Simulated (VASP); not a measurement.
# HPbNO4 (P1) in VASP: settings compared, part 2 of 2

VASP 6.6.1.

## 4. Single point, PBE

The input, INCAR:

```
PREC = Accurate
ENCUT = 520
EDIFF = 1E-6
ISMEAR = -1
SIGMA = 0.05
LREAL = F
LASPH = T
NELM = 60
ALGO = Normal
ISIF = 2
LWAVE = F
LCHARG = F
GGA = PE
NBANDS = 57
```

The input, KPOINTS:

```
Automatic mesh
0
Gamma
  4 3 2
```

The input, POSCAR:

```
HPbNO4
1.0
    4.1171182132     -0.0011593358     -0.0118532693
    0.0034870843      6.4269886656      0.0549825973
    0.0264018143      3.2085761788      7.7552246807
H Pb N O
2 2 2 8
Direct
    0.9034965367      0.2182322591      0.4883601148
    0.4033616395      0.7817464420      0.5116072286
    0.3946754763      0.3083391455      0.7072276971
    0.8948401175      0.6916439830      0.2927261673
    0.6340461086      0.1999838077      0.2071259546
    0.1339519069      0.8000333417      0.7928962609
    0.9081307596      0.3285380062      0.5435360292
    0.5380342878      0.3908508195      0.1945557546
    0.5348806805      0.1127209609      0.1060569164
    0.8369570667      0.0890710399      0.3265716701
    0.4080543296      0.6714435982      0.4564264404
    0.0379645176      0.6091525231      0.8055517728
    0.0346451479      0.8873892119      0.8939274168
    0.3369614247      0.9108548612      0.6734305765
```

On the command line:

```console
cat potpaw_PBE.64/H/POTCAR potpaw_PBE.64/Pb_d/POTCAR potpaw_PBE.64/N/POTCAR potpaw_PBE.64/O/POTCAR > POTCAR
mpirun -np 1 vasp_std > vasp.out
```

Wall time 2.7 min (1 thread of Intel Xeon Platinum 8259CL at 2.50GHz (Skylake/Cascade Lake), shared host); peak memory 0.38 GiB.

Results (log left out):

```
Free energy            : -81.2570 eV
Pressure               : 0.7 GPa
Largest force          : 0.468 eV/Å
Band gap on the k mesh : 3.31 eV (least direct gap 3.41 eV)
```

Forces in eV/Å, atoms in the order of the input:
```
H   -0.003 -0.117 -0.057
H   -0.003  0.117  0.057
Pb   0.005  0.008  0.013
Pb   0.005 -0.008 -0.013
N    0.046 -0.002  0.048
N    0.045  0.002 -0.046
O    0.000  0.094  0.051
O   -0.139  0.439 -0.025
O   -0.152 -0.332 -0.293
O    0.242 -0.092  0.269
O    0.000 -0.094 -0.051
O   -0.139 -0.439  0.025
O   -0.149  0.332  0.293
O    0.241  0.092 -0.272
```

Stress tensor (GPa, compression positive):
```
0.26 0.00 0.00
0.00 1.29 0.28
0.00 0.28 0.55
```

Levels at points of the mesh, in eV from the valence-band top:
```tsv
k point	band 42	band 43	band 44	band 45	band 46	band 47
(0.00, 0.00, 0.00)	-0.29	-0.21	-0.16	3.37	3.54	4.56
(0.50, 0.00, 0.00)	-0.73	-0.18	-0.18	3.32	3.32	4.64
(0.00, 0.00, 0.50)	-0.44	-0.30	-0.03	3.52	3.54	4.51
(0.50, 0.00, 0.50)	-0.71	-0.12	-0.12	3.36	3.36	4.57
```

Caveat: the standard files for N, O and F lose accuracy on very short bonds; spin-orbit coupling is left out, which moves the levels of the heavy elements; an odd mesh through Γ misses points on the zone boundary, where band edges can lie.

## 5. Single point, PBEsol

The input, INCAR:

```
SYSTEM = HPbNO4
ALGO = Normal
EDIFF = 1E-7
ENCUT = 520
GGA = PS
ISIF = 2
ISMEAR = -1
LASPH = .TRUE.
LCHARG = .TRUE.
LELF = .TRUE.
LREAL = .FALSE.
LVHAR = .TRUE.
LWAVE = .FALSE.
NBANDS = 57
NELM = 60
PREC = Accurate
SIGMA = 0.05
```

The input, KPOINTS:

```
k-points
0
G
  5 4 3
  0 0 0
```

The input, POSCAR:

```
HPbNO4
1.0
    4.1204000000     -0.0008100000     -0.0112000000
    0.0040400000      6.4272200000      0.0536000000
    0.0279100000      3.2070700000      7.7499400000
H Pb N O
2 2 2 8
Direct
    0.9036600000      0.2182100000      0.4885100000
    0.4033700000      0.7817700000      0.5114200000
    0.3945500000      0.3086300000      0.7072500000
    0.8948900000      0.6913500000      0.2926600000
    0.6340900000      0.1999000000      0.2073000000
    0.1338600000      0.8001200000      0.7927500000
    0.9082900000      0.3286600000      0.5436900000
    0.5379200000      0.3907600000      0.1949700000
    0.5348300000      0.1127900000      0.1060200000
    0.8371800000      0.0888700000      0.3267200000
    0.4081700000      0.6713200000      0.4562400000
    0.0377400000      0.6092400000      0.8052000000
    0.0342900000      0.8873700000      0.8939700000
    0.3371600000      0.9110100000      0.6733000000
```

On the command line:

```console
cat potpaw_PBE.64/H/POTCAR potpaw_PBE.64/Pb_d/POTCAR potpaw_PBE.64/N/POTCAR potpaw_PBE.64/O/POTCAR > POTCAR
mpirun -np 1 vasp_std > vasp.out
```

Wall time 5.7 min (1 thread of Intel Xeon Platinum 8375C at 2.90GHz (Ice Lake), shared host); peak memory 0.47 GiB.

It converged, with:

```
Free energy            : -84.9307 eV
Pressure               : -2.1 GPa
Largest force          : 0.411 eV/Å
Band gap on the k mesh : 3.27 eV (least direct gap 3.34 eV)
```

Forces in eV/Å, atoms in the order of the input:
```
H   -0.017 -0.312 -0.178
H   -0.015  0.312  0.178
Pb  -0.080 -0.016 -0.233
Pb  -0.079  0.016  0.234
N    0.024 -0.012  0.043
N    0.021  0.011 -0.041
O    0.018  0.378  0.158
O    0.049  0.081  0.049
O    0.011 -0.070  0.000
O   -0.006 -0.029  0.040
O    0.017 -0.379 -0.158
O    0.050 -0.079 -0.050
O    0.012  0.070  0.000
O   -0.005  0.030 -0.041
```

Stress tensor (GPa, compression positive):
```
-2.24  0.00  0.00
 0.00 -1.95  0.30
 0.00  0.30 -2.08
```

Levels at points of the mesh, in eV from the valence-band top:
| k point | band 42 | band 43 | band 44 | band 45 | band 46 | band 47 |
| --- | --- | --- | --- | --- | --- | --- |
| (0.00, 0.00, 0.00) | -0.27 | -0.18 | -0.17 | 3.35 | 3.54 | 4.47 |
| (0.00, 0.50, 0.00) | -0.39 | -0.32 | -0.17 | 3.47 | 3.61 | 4.27 |

Caveat: the standard files for N, O and F lose accuracy on very short bonds; the PAW data sets were made with another functional, which shifts forces and pressure a little; spin-orbit coupling is left out, which moves the levels of the heavy elements; an odd mesh through Γ misses points on the zone boundary, where band edges can lie.

## 6. Single point, PBEsol

This run uses another cell than the first one, of 13.39 Å³/atom.

The input, INCAR:

```
ALGO = Normal ; EDIFF = 1E-6
ENCUT = 520 ; GGA = PS
ISIF = 2 ; ISMEAR = -1
LASPH = T ; LCHARG = F
LREAL = F ; LWAVE = F
NBANDS = 57 ; NELM = 100
PREC = Accurate ; SIGMA = 0.05
```

The input, KPOINTS:

```
k-points
0
Gamma
  5 4 3
```

The input, POSCAR:

```
HPbNO4
1.0
    3.9282950691     -0.0014815759     -0.0115806107
    0.0028333297      6.3024589805      0.0752038286
    0.0249869784      3.1720174137      7.6115046823
H Pb N O
2 2 2 8
Direct
    0.9168979892      0.2165743877      0.4781231032
    0.4168750563      0.7834166336      0.5218759040
    0.4161328133      0.3037205460      0.7096996736
    0.9162395869      0.6962705407      0.2902967063
    0.6205045826      0.1999717548      0.2124207942
    0.1202685745      0.8000670402      0.7875435551
    0.9250385348      0.3267108364      0.5376725458
    0.5207300604      0.3928693496      0.2013795966
    0.5078849878      0.1095198077      0.1135690398
    0.8430709331      0.0895009300      0.3287945946
    0.4250421441      0.6732813945      0.4623247228
    0.0206143010      0.6071207429      0.7986506221
    0.0076882669      0.8904948274      0.8864347110
    0.3430121691      0.9104812085      0.6712144309
```

Potentials or basis: VASP PAW PBE potentials, release 64 (H, Pb_d, N, O).

On the command line:

```console
cat potpaw_PBE.64/H/POTCAR potpaw_PBE.64/Pb_d/POTCAR potpaw_PBE.64/N/POTCAR potpaw_PBE.64/O/POTCAR > POTCAR
mpirun -np 1 vasp_std > vasp.out
```

It took 5.9 min on 1 thread of Intel Xeon Platinum 8488C (Sapphire Rapids), shared host; peak memory 0.45 GiB.

It converged, with:

```
Free energy            : -85.0326 eV
Pressure               : 0.8 GPa
Largest force          : 0.526 eV/Å
Band gap on the k mesh : 3.15 eV (least direct gap 3.26 eV)
```

Forces in eV/Å, atoms in the order of the input:
```
H   -0.004 -0.107 -0.056
H   -0.004  0.107  0.056
Pb   0.006  0.007  0.017
Pb   0.005 -0.007 -0.018
N    0.060 -0.017  0.067
N    0.071  0.014 -0.058
O    0.000  0.075  0.044
O   -0.157  0.501 -0.024
O   -0.184 -0.374 -0.320
O    0.279 -0.093  0.282
O    0.000 -0.075 -0.044
O   -0.161 -0.500  0.022
O   -0.185  0.375  0.318
O    0.274  0.094 -0.287
```

Stress tensor (GPa, compression positive):
```
0.38 0.00 0.00
0.00 1.57 0.34
0.00 0.34 0.60
```

Levels at points of the mesh, in eV from the valence-band top:
```
           k point  band 42  band 43  band 44  band 45  band 46  band 47
(0.00, 0.00, 0.00)    -0.46    -0.38    -0.12     3.28     3.47     4.70
(0.00, 0.50, 0.00)    -0.55    -0.52    -0.11     3.39     3.53     4.49
```

Caveat: the standard files for N, O and F lose accuracy on very short bonds; the PAW data sets were made with another functional, which shifts forces and pressure a little; spin-orbit coupling is left out, which moves the levels of the heavy elements; an odd mesh through Γ misses points on the zone boundary, where band edges can lie.

## 7. Single point, PBEsol+D3(BJ)

This run uses another cell than the first one, of 12.75 Å³/atom.

The input, INCAR:

```
SYSTEM = HPbNO4
ALGO = Normal
EDIFF = 1E-6
ENCUT = 520
GGA = PS
ISIF = 2
ISMEAR = -1
IVDW = 12
LASPH = .TRUE.
LCHARG = .TRUE.
LELF = .TRUE.
LREAL = .FALSE.
LVHAR = .TRUE.
LWAVE = .FALSE.
NBANDS = 57
NELM = 100
PREC = Accurate
SIGMA = 0.05
```

The input, KPOINTS:

```
k-points
0
G
  5 4 3
  0 0 0
```

The input, POSCAR:

```
HPbNO4
1.0
    3.8245576725     -0.0014553674     -0.0112609804
    0.0029797094      6.2706202125      0.1522084204
    0.0246709798      3.2497509570      7.5194633885
H Pb N O
2 2 2 8
Direct
    0.9244457415      0.2159494827      0.4738019413
    0.4244281770      0.7840507057      0.5261931663
    0.4301619605      0.2962694706      0.7144561114
    0.9302844279      0.7037268161      0.2855405746
    0.6125563448      0.2111722882      0.2076792667
    0.1123755218      0.7888371687      0.7923131458
    0.9354900243      0.3244043800      0.5345009608
    0.5105245707      0.4065671532      0.1937669424
    0.4924644932      0.1196073852      0.1105488589
    0.8446248709      0.0988618006      0.3244530881
    0.4355038950      0.6755933162      0.4654958036
    0.0103724470      0.5934259902      0.8062519250
   -0.0077737400      0.8804062039      0.8894459271
    0.3445412655      0.9011278388      0.6755522880
```

On the command line:

```console
cat potpaw_PBE.64/H/POTCAR potpaw_PBE.64/Pb_d/POTCAR potpaw_PBE.64/N/POTCAR potpaw_PBE.64/O/POTCAR > POTCAR
mpirun -np 1 vasp_std > vasp.out
```

It took 7.9 min on 1 thread of Intel Xeon Platinum 8259CL at 2.50GHz (Skylake/Cascade Lake), shared host; peak memory 0.45 GiB.

It converged, with:

```
Free energy                : -86.3036 eV
Pressure                   : 0.9 GPa
Largest force              : 0.526 eV/Å
Band gap on the k mesh     : 3.05 eV (least direct gap 3.19 eV)
Dispersion energy per atom : -0.093 eV
```

Forces on the atoms (eV/Å):
```
H   -0.004 -0.107 -0.057
H   -0.003  0.107  0.057
Pb   0.003  0.006  0.025
Pb   0.003 -0.006 -0.025
N    0.055 -0.020  0.050
N    0.057  0.020 -0.047
O    0.003  0.075  0.043
O   -0.158  0.502 -0.021
O   -0.188 -0.370 -0.308
O    0.288 -0.093  0.285
O    0.003 -0.075 -0.043
O   -0.159 -0.501  0.021
O   -0.186  0.371  0.308
O    0.285  0.093 -0.287
```

Stress tensor (GPa, compression positive):
```
0.49 0.00 0.00
0.00 1.65 0.36
0.00 0.36 0.64
```

Levels at points of the mesh, in eV from the valence-band top:
```csv
k point,band 42,band 43,band 44,band 45,band 46,band 47
"(0.00, 0.00, 0.00)",-0.55,-0.49,-0.13,3.22,3.39,4.76
"(0.00, 0.50, 0.00)",-0.62,-0.62,-0.12,3.33,3.41,4.57
```

Caveat: the standard files for N, O and F lose accuracy on very short bonds; the PAW data sets were made with another functional, which shifts forces and pressure a little; spin-orbit coupling is left out, which moves the levels of the heavy elements; an odd mesh through Γ misses points on the zone boundary, where band edges can lie.

## 8. Summary

| level | cell | k mesh | gap on the mesh (eV) | pressure (GPa) | largest force (eV/Å) |
| --- | --- | --- | --- | --- | --- |
| RPBE | a = 4.120, b = 6.427, c = 8.387 Å, angles 67.0, 90.0, 90.0°, 14 atoms, atomic positions A | 5 × 4 × 3 | 3.34 | 3.2 | 0.72 |
| revPBE | a = 4.120, b = 6.427, c = 8.387 Å, angles 67.0, 90.0, 90.0°, 14 atoms, atomic positions A | 5 × 4 × 3 | 3.34 | 2.6 | 0.64 |
| PBE | a = 4.117, b = 6.427, c = 8.393 Å, angles 67.0, 90.0, 90.0°, 14 atoms, atomic positions A | 4 × 3 × 2 | 3.31 | 0.7 | 0.47 |
| PBEsol | a = 4.120, b = 6.427, c = 8.387 Å, angles 67.0, 90.0, 90.0°, 14 atoms, atomic positions A | 5 × 4 × 3 | 3.27 | -2.1 | 0.41 |
| PBEsol | a = 3.928, b = 6.303, c = 8.246 Å, angles 66.7, 90.0, 90.0°, 14 atoms, atomic positions B | 5 × 4 × 3 | 3.15 | 0.8 | 0.53 |
| PBEsol+D3(BJ) | a = 3.825, b = 6.272, c = 8.192 Å, angles 65.2, 90.0, 90.0°, 14 atoms, atomic positions C | 5 × 4 × 3 | 3.05 | 0.9 | 0.53 |

Alike in all rows: task single point; potentials or basis VASP PAW PBE potentials, release 64 (H, Pb_d, N, O); no spin polarisation; cutoff (eV) 520; smearing fermi-dirac 0.05 eV.

On the cell as given the gap runs from 3.27 eV (PBEsol) to 3.34 eV (RPBE). The pressure there spans -2.1 GPa (PBEsol) to 3.2 GPa (RPBE); a positive pressure means that this level wants a larger cell, a negative one a smaller.

Caveats: the standard files for N, O and F lose accuracy on very short bonds; spin-orbit coupling is left out, which moves the levels of the heavy elements; an odd mesh through Γ misses points on the zone boundary, where band edges can lie; the PAW data sets were made with another functional, which shifts forces and pressure a little (at least some runs); the cell stands under pressure (at least some runs).

Total energies depend on the potentials used, so only differences within one code and one set of settings carry meaning.
